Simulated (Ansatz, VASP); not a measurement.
# CuO: VASP beside Ansatz

```xyz
2
Lattice="0.0000 2.2618 2.2618 2.2618 0.0000 2.2618 2.2618 2.2618 0.0000" Properties=species:S:1:pos:R:3 pbc="T T T"
Cu    0.0000    0.0000    0.0000
O     1.1309    1.1309    1.1309
```

Alike in both runs: task electric field gradients; functional r2SCAN; k mesh 16 × 16 × 16; occupations fermi-dirac, width 0.05 eV; no spin polarisation.

|  | VASP | Ansatz |
| --- | --- | --- |
| version | VASP 6.6.1 | Ansatz 0.2.0 |
| potentials or method | VASP PAW PBE potentials, release 64 (Cu, O) | PAW with Ansatz's default frozen-core files, scalar-relativistic |
| plane-wave cutoff (eV) | 520 | 500 |
| valence electrons in the cell | 17 | 25 |

|  | VASP | Ansatz | Ansatz less VASP |
| --- | --- | --- | --- |
| pressure (GPa) | -5.2 | -5.8 | -0.60 |

VASP's potentials were made for PBE, not for r2SCAN. The functional is the same, so the differences come from potentials, cutoffs and numerics. VASP's potentials hold 17 valence electrons a cell and Ansatz's 25, so a difference there can come from the potentials and not from the codes.
